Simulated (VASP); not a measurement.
# CuO (P1) in VASP: further runs

The runs below take CuO through single point, with RPBE, PBE+U.

All numbers are computed with VASP 6.6.1; they aren't measurements. Logs are shortened: lines on timing, memory, paths and dates and some standing lists are left out, and cuts for length are marked.

**1. The cell of the first run**

The typed cell holds 4 atoms: a = 2.940 Å, b = 2.956 Å, c = 5.279 Å, α = 95.58°, β = 94.58°, γ = 73.84°.

**2. Single point, RPBE**

INCAR

```
ALGO     = Normal         # electronic algorithm
EDIFF    = 1E-7           # SCF threshold, eV
ENCUT    = 520            # plane-wave cutoff, eV
GGA      = RP             # functional
ISIF     = 2              # what is computed and relaxed
ISMEAR   = -1             # smearing method
LASPH    = True           # aspherical terms in the spheres
LCHARG   = False          # write CHGCAR
LREAL    = False          # projectors in reciprocal space
LWAVE    = False          # write WAVECAR
NBANDS   = 25             # bands
NELM     = 100            # most SCF steps
PREC     = Accurate       # precision mode
SIGMA    = 0.05           # smearing width, eV
```

KPOINTS

```
k-points
0
Gamma
  10 10 5
```

POSCAR

```
CuO
1.0
    2.3507941185     -1.7635352256      0.0742345327
    2.3611741645      1.7777399208      0.0490929707
   -0.7219804780     -0.0397318136      5.2296646520
Cu O
2 2
Direct
    0.0142532200      0.4796454100      0.0604322300
    0.4708797100      0.1540682100      0.4741201700
    0.5692681500      0.2960328600      0.2639427200
    0.4455989200      0.5702535100      0.7015048700
```

Potentials or basis: VASP PAW PBE potentials, release 64 (Cu, O).

The run is started by

```console
$ cat potpaw_PBE.64/Cu/POTCAR potpaw_PBE.64/O/POTCAR > POTCAR
$ mpirun -np 1 vasp_std > vasp.out
```

OUTCAR:

```text
EDIFF = 1E-7
   ENCUT = 520
   GGA = RP
   ISIF = 2
   ISMEAR = -1
   LASPH = True
   LREAL = False
   NELM = 100
   PREC = Accurate

 ion  position               nearest neighbor table
   1  0.014  0.480  0.060-   3 1.86   3 1.97   2 2.59
   2  0.471  0.154  0.474-   3 1.30   4 1.62   4 2.22   1 2.59
   3  0.569  0.296  0.264-   2 1.30   1 1.86   1 1.97
   4  0.446  0.570  0.702-   2 1.62   2 2.22

  LATTYP: Found a triclinic cell.
 ALAT       =     2.9396939033
 B/A-ratio  =     3.4975557395
 C/A-ratio  =     1.2046763103
 COS(alpha) =     0.0024017744
 COS(beta)  =     0.5977220526
 COS(gamma) =     0.6909142663

  Lattice vectors:

 A1 = (   2.3507941185,  -1.7635352256,   0.0742345327)
 A2 = (   8.7019560880,  -0.0113224232,   5.4763196588)
 A3 = (  -0.0103800460,  -3.5412751464,   0.0251415620)

Analysis of symmetry for initial positions (statically):
=====================================================================
 Subroutine PRICEL returns:
 Original cell was already a primitive cell.

 Routine SETGRP: Setting up the symmetry group for a
 triclinic supercell.

 Subroutine GETGRP returns: Found  1 space group operations
 (whereof  1 operations were pure point group operations)
 out of a pool of  2 trial point group operations.

The static configuration has the point symmetry C_1 .

Analysis of symmetry for dynamics (positions and initial velocities):
=====================================================================
 Subroutine PRICEL returns:
 Original cell was already a primitive cell.

 Routine SETGRP: Setting up the symmetry group for a
 triclinic supercell.

 Subroutine GETGRP returns: Found  1 space group operations
 (whereof  1 operations were pure point group operations)
 out of a pool of  2 trial point group operations.

The dynamic configuration has the point symmetry C_1 .

 Subroutine INISYM returns: Found  1 space group operations
 (whereof  1 operations are pure point group operations),
 and found     1 'primitive' translations

----------------------------------------------------------------------------------------

                                     Primitive cell

  volume of cell :      43.7871

[... 86 lines left out ...]
   ISPIN  =      1    spin polarized calculation?
   LNONCOLLINEAR =      F non collinear calculations
   LSORBIT =      F    spin-orbit coupling
   LASPH  =      T    aspherical Exc in radial PAW
   ENCUT  =  520.0 eV  38.22 Ry    6.18 a.u.   5.47  5.50  9.82*2*pi/ulx,y,z
   NELM   =    100;   NELMIN=  2; NELMDL= -5     # of ELM steps
   EDIFF  = 0.1E-06   stopping-criterion for ELM
   LREAL  =      F    real-space projection
   EDIFFG = 0.1E-05   stopping-criterion for IOM
   NSW    =      0    number of steps for IOM
   IBRION =     -1    ionic relax: 0-MD 1-quasi-New 2-CG
   NFREE  =      0    steps in history (QN), initial steepest desc. (CG)
   ISIF   =      2    stress and relaxation
   ISYM   =      2    0-nonsym 1-usesym 2-fastsym
   POTIM  = 0.5000    time-step for ionic-motion
   TEBEG  =    0.0;   TEEND  =   0.0 temperature during run
   PSTRESS=    0.0 pullay stress
   NELECT =      34.0000    total number of electrons
   NUPDOWN=      -1.0000    fix difference up-down
   EMIN   =  10.00;   EMAX   =-10.00  energy-range for DOS
   EFERMI =   0.00;   METHOD = LEGACY
   ISMEAR =    -1;   SIGMA  =   0.05  broadening in eV -4-tet -1-fermi 0-gaus
   EFERMI_NEDOS =   21; number of points for ismear=-14 and -15
   IALGO  =     38    algorithm
   IMIX   =      4    mixing-type and parameters
     AMIX     =   0.40;   BMIX     =  1.00
     AMIX_MAG =   1.60;   BMIX_MAG =  1.00
  volume/ion in A,a.u.               =      10.95        73.87
  Fermi-wavevector in a.u.,A,eV,Ry     =   1.504709  2.843487 30.805605  2.264148
  Thomas-Fermi vector in A             =   2.615653
   LORBIT       =      0    0 simple, 1 ext, 2 COOP (PROOUT), +10 PAW based schemes
   GGA     = RP    functional components
   LHFCALC =     F    Hartree Fock is set to
   AEXX    =    0.0000 exact exchange contribution
   IVDW    =     0    specifies the selected vdW correction
   LEPSILON=     F    determine dielectric tensor
   LRPA    =     F    only Hartree local field effects (RPA)
 non-spin polarized calculation
  energy-cutoff  :      520.00
  volume of cell :       43.79
 maximum number of plane-waves:      1198
 NGX is ok and might be reduce to    24
   NGX = 11   NGY = 11   NGZ = 19

 number of electron      34.0000004 magnetization

 Free energy of the ion-electron system (eV)
  ---------------------------------------------------
  ext. energy  EPLUGINS =         0.00000000
  ---------------------------------------------------
  free energy    TOTEN  =        -9.48928519 eV

  energy without entropy =       -9.46635054  energy(sigma->0) =       -9.47781787

 E-fermi :   5.4221     XC(G=0): -11.1014

 val. band max:        5.4170268010   @ k =  -0.0000   0.4000   0.0000
 cond. band min:       5.4232672663   @ k =   0.4000   0.1000   0.4000
 fundamental gap:      0.0062404653
 Fermi energy:         5.4221465167

 k-point     1 :       0.0000    0.0000    0.0000
  band No.  band energies     occupation
      1     -16.7954      2.00000
      2     -13.2943      2.00000
      3      -4.3309      2.00000
      4      -3.3413      2.00000
      5      -2.9561      2.00000
      6      -1.1528      2.00000
[... 661 lines left out ...]
     24      17.2212      0.00000
     25      20.1491      0.00000

 [... further k-points ...]

------------------------ aborting loop because EDIFF is reached ----------------------------------------

  FORCE on cell =-STRESS in cart. coord.  units (eV):
  Direction    XX          YY          ZZ          XY          YZ          ZX
  --------------------------------------------------------------------------------------
  -------------------------------------------------------------------------------------
  Total       18.7633653      6.1309940     38.5669434      2.1085292      0.5324773    -16.8277375
  in kB      686.5547149    224.3341075   1411.1709905     77.1514401     19.4834329   -615.7297650
  external PRESSURE =     774.0199376 kB  Pullay stress =       0.0000000 kB

 VOLUME and BASIS-vectors are now :
 -----------------------------------------------------------------------------
  energy-cutoff  :      520.00
  volume of cell :       43.79
      direct lattice vectors                 reciprocal lattice vectors
     2.350794119 -1.763535226  0.074234533     0.212366990 -0.282813747  0.027169642
     2.361174164  1.777739921  0.049092971     0.210558561  0.281988562  0.031211005
    -0.721980478 -0.039731814  5.229664652    -0.004991125  0.001367371  0.190538189

 POSITION                                       TOTAL-FORCE (eV/Angst)
 -----------------------------------------------------------------------------------
      1.12240      0.82515      0.34065         0.027335      0.967912     -2.967957
      1.12842     -0.57536      2.52201       -22.003239     -5.892368     26.885769
      1.84666     -0.48814      1.43712        19.134226      1.925959    -29.256402
      1.88751      0.20006      3.72971         2.841677      2.998497      5.338590
 -----------------------------------------------------------------------------------
    total drift:                                0.000060      0.000592      0.001451

  FREE ENERGIE OF THE ION-ELECTRON SYSTEM (eV)
  ---------------------------------------------------
  free  energy   TOTEN  =        -9.4892851892 eV

  energy  without entropy=       -9.4663505447  energy(sigma->0) =       -9.47781787
```

stdout:

```text
POSCAR found type information on POSCAR CuO
 POSCAR found :  2 types and       4 ions
 scaLAPACK will be used
 -----------------------------------------------------------------------------
|                                                                             |
|                                                                             |
|     You enforced a specific xc type in the INCAR file but a different       |
|     I HOPE YOU KNOW WHAT YOU ARE DOING!                                     |
|                                                                             |
 -----------------------------------------------------------------------------

 LDA part: xc-table for (Slater+PW92), standard interpolation
 POSCAR, INCAR and KPOINTS ok, starting setup
 FFT: planning ... GRIDC
 FFT: planning ... GRID_SOFT
 FFT: planning ... GRID
 WAVECAR not read
 entering main loop
```

It took 2 min on 1 thread of Intel Xeon 6975P-C (Granite Rapids), shared host; peak memory 0.32 GiB.

What came out:

| Quantity | Value |
| --- | --- |
| Free energy | -9.4893 eV |
| Pressure | 77.4 GPa |
| Largest force | 35.238 eV/Å |
| Band gap on the k mesh | zero (bands 17 and 18 overlap by 0.45 eV) |

Forces in eV/Å, atoms in the order of the input:
```
Cu    0.027   0.968  -2.968
Cu  -22.003  -5.892  26.886
O    19.134   1.926 -29.256
O     2.842   2.998   5.339
```

Levels at points of the mesh, in eV from the Fermi level:
| k point | band 14 | band 15 | band 16 | band 17 | band 18 | band 19 | band 20 | band 21 |
| --- | --- | --- | --- | --- | --- | --- | --- | --- |
| (0.00, 0.00, 0.00) | -1.85 | -1.60 | -0.33 | 0.16 | 0.25 | 1.28 | 6.13 | 6.49 |
| (0.50, 0.00, 0.00) | -2.04 | -1.80 | -1.46 | 0.08 | 0.51 | 4.01 | 5.49 | 6.13 |
| (0.00, 0.50, 0.00) | -1.91 | -1.44 | -1.16 | -0.03 | 0.25 | 4.68 | 5.31 | 6.72 |
| (0.50, 0.50, 0.00) | -2.04 | -1.65 | -1.41 | -1.04 | 0.84 | 3.82 | 6.40 | 7.75 |

Caveat: atoms lie so close that the PAW spheres overlap strongly, which falsifies energies and pressures; the cell stands under pressure; the PAW data sets were made with another functional, which shifts forces and pressure a little; semilocal functionals often make such compounds metallic where correlation or magnetic order opens a gap, which also shifts bond lengths. With open d or f shells a metallic result of RPBE can be an artefact of self-interaction; +U or a hybrid may open a gap.

**3. Single point, PBE+U**

This run uses another cell than the first one, of 10.33 Å³/atom.

INCAR

```
PREC     = Accurate       # precision mode
ENCUT    = 700            # plane-wave cutoff, eV
EDIFF    = 1E-6           # SCF threshold, eV
ISMEAR   = -1             # smearing method
SIGMA    = 0.05           # smearing width, eV
LREAL    = False          # projectors in reciprocal space
LASPH    = True           # aspherical terms in the spheres
NELM     = 200            # most SCF steps
ALGO     = Normal         # electronic algorithm
ISIF     = 2              # what is computed and relaxed
LWAVE    = False          # write WAVECAR
LCHARG   = True           # write CHGCAR
LMAXMIX  = 4              # l up to which the mixer works
LDAU     = True           # DFT+U
LDAUTYPE = 2            
LDAUL    = 2 -1           # shell
LDAUU    = 3 0            # U, eV
LDAUJ    = 0 0          
LDAUPRINT= 1            
GGA      = PE             # functional
LELF     = True           # ELF
LVHAR    = True         
NBANDS   = 33             # bands
GGA_COMPAT= False
```

KPOINTS

```
regular mesh
0
Gamma
  10 10 5
```

POSCAR

```
CuO
1.0
    2.3055752800     -1.7296126400      0.0728065900
    2.3157556600      1.7435441000      0.0481486400
   -0.7080927800     -0.0389675500      5.1290691300
Cu O
2 2
Direct
    0.0142532200      0.4796454100      0.0604322300
    0.4708797100      0.1540682100      0.4741201700
    0.5692681500      0.2960328600      0.2639427200
    0.4455989200      0.5702535100      0.7015048700
```

Potentials or basis: VASP PAW PBE potentials, release 64 (Cu_sv_GW, O).

The run is started by

```console
$ cat potpaw_PBE.64/Cu_sv_GW/POTCAR potpaw_PBE.64/O/POTCAR > POTCAR
$ mpirun -np 1 vasp_std > vasp.out
```

OUTCAR:

```text
PREC = Accurate
   ENCUT = 700
   EDIFF = 1E-6
   ISMEAR = -1
   LREAL = False
   LASPH = True
   NELM = 200
   ISIF = 2
   GGA = PE

 ion  position               nearest neighbor table
   1  0.014  0.480  0.060-   3 1.82   3 1.94   2 2.54
   2  0.471  0.154  0.474-   3 1.28   4 1.59   4 2.17   1 2.54
   3  0.569  0.296  0.264-   2 1.28   1 1.82   1 1.94
   4  0.446  0.570  0.702-   2 1.59   2 2.17

  LATTYP: Found a triclinic cell.
[... 1135 lines left out ...]

  FORCE on cell =-STRESS in cart. coord.  units (eV):
  Direction    XX          YY          ZZ          XY          YZ          ZX
  --------------------------------------------------------------------------------------
  -------------------------------------------------------------------------------------
  Total       22.1404159      6.3408352     43.6594333      2.6135495      0.1713976    -20.2491053
  in kB      858.7288601    245.9329677   1693.3564225    101.3680333      6.6477558   -785.3732830
  external PRESSURE =     932.6727501 kB  Pullay stress =       0.0000000 kB

 VOLUME and BASIS-vectors are now :
 -----------------------------------------------------------------------------
  energy-cutoff  :      700.00
  volume of cell :       41.31
      direct lattice vectors                 reciprocal lattice vectors
     2.305575280 -1.729612640  0.072806590     0.216532106 -0.288360522  0.027702516
     2.315755660  1.743544100  0.048148640     0.214688209  0.287519154  0.031823141
    -0.708092780 -0.038967550  5.129069130    -0.005089015  0.001394189  0.194275181

 POSITION                                       TOTAL-FORCE (eV/Angst)
 -----------------------------------------------------------------------------------
      1.10081      0.80928      0.33409         0.069649      1.212418     -3.358266
      1.10671     -0.56429      2.47350       -26.657277     -7.062884     31.790131
      1.81113     -0.47875      1.40948        23.084732      2.382069    -34.164521
      1.85120      0.19621      3.65797         3.502896      3.468398      5.732655
 -----------------------------------------------------------------------------------
    total drift:                                0.002611     -0.003870      0.006691

  FREE ENERGIE OF THE ION-ELECTRON SYSTEM (eV)
  ---------------------------------------------------
  free  energy   TOTEN  =        -7.5217247619 eV

  energy  without entropy=       -7.5052951982  energy(sigma->0) =       -7.51350998
```

Run time: 5.7 min. Hardware: 1 thread of Intel Xeon 6975P-C (Granite Rapids), shared host; peak memory 0.58 GiB.

Results:

* Free energy: -7.5217 eV
* Pressure: 93.3 GPa
* Largest force: 42.085 eV/Å
* Band gap on the k mesh: zero (bands 25 and 26 overlap by 0.38 eV)

Forces in eV/Å, atoms in the order of the input:
```
Cu    0.070   1.212  -3.358
Cu  -26.657  -7.063  31.790
O    23.085   2.382 -34.165
O     3.503   3.468   5.733
```

Stress tensor (GPa, compression positive):
```
 85.87  10.14 -78.54
 10.14  24.59   0.66
-78.54   0.66 169.34
```

Eigenvalues of the final occupation matrices:
| site | spin | trace | eigenvalues |
| --- | --- | --- | --- |
| site 1 d | 1 | 4.55 | 0.87 0.90 0.92 0.93 0.93 |
| site 1 d | 2 | 4.55 | 0.87 0.90 0.92 0.93 0.93 |
| site 2 d | 1 | 4.56 | 0.75 0.93 0.95 0.97 0.97 |
| site 2 d | 2 | 4.56 | 0.75 0.93 0.95 0.97 0.97 |

Caveat: atoms lie so close that the PAW spheres overlap strongly, which falsifies energies and pressures; the cell stands under pressure; U without spin polarisation on a metal has little footing; forces of over 1 eV/Å act on the atoms, so gaps and moduli don't describe the material at rest.
